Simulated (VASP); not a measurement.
Input of a VASP 6.6.1 run:

File INCAR:

```
PREC = Accurate
ENCUT = 500
EDIFF = 1E-6
ISMEAR = 0
SIGMA = 0.2
LREAL = False
LASPH = True
NELM = 120
ALGO = Normal
ISIF = 2
LWAVE = False
LCHARG = True
GGA = PE
LELF = True
LVHAR = True
NBANDS = 40
GGA_COMPAT = False
```

KPOINTS

```
Automatic mesh
0
Gamma
  5 5 2
```

Contents of POSCAR:

```
Hf4Cl3
1.0
    5.7125249542      0.0000000000      0.0000000000
   -2.8562624771      4.9471917301      0.0000000000
    0.0000000000      0.0000000000     11.6987514556
Hf Cl
4 3
Direct
    0.5000000000      0.0000000000      0.0000000000
    0.0000000000      0.5000000000      0.0000000000
    0.5000000000      0.5000000000      0.0000000000
    0.0000000000      0.0000000000      0.5000000000
    0.0000000000      0.0000000000      0.3011358123
    0.0000000000      0.0000000000      0.6988641877
    0.0000000000      0.0000000000      0.0000000000
```

Potentials or basis: VASP PAW PBE potentials, release 64 (Hf_pv, Cl).

Launch:

```bash
$ cat potpaw_PBE.64/Hf_pv/POTCAR potpaw_PBE.64/Cl/POTCAR > POTCAR
$ mpirun -np 1 vasp_std > vasp.out
```

(1) Predict the largest force.

(2) What does it give for the pressure?

## Answers

(1) 0.112 eV/Å.

(2) -0.3 GPa.

Caveat: this functional lacks dispersion, which binds the layers, so the pressure and a relaxed spacing across them are unreliable; an odd number of electrons without spin polarisation forces a metal; a magnetic or distorted state may lie lower.
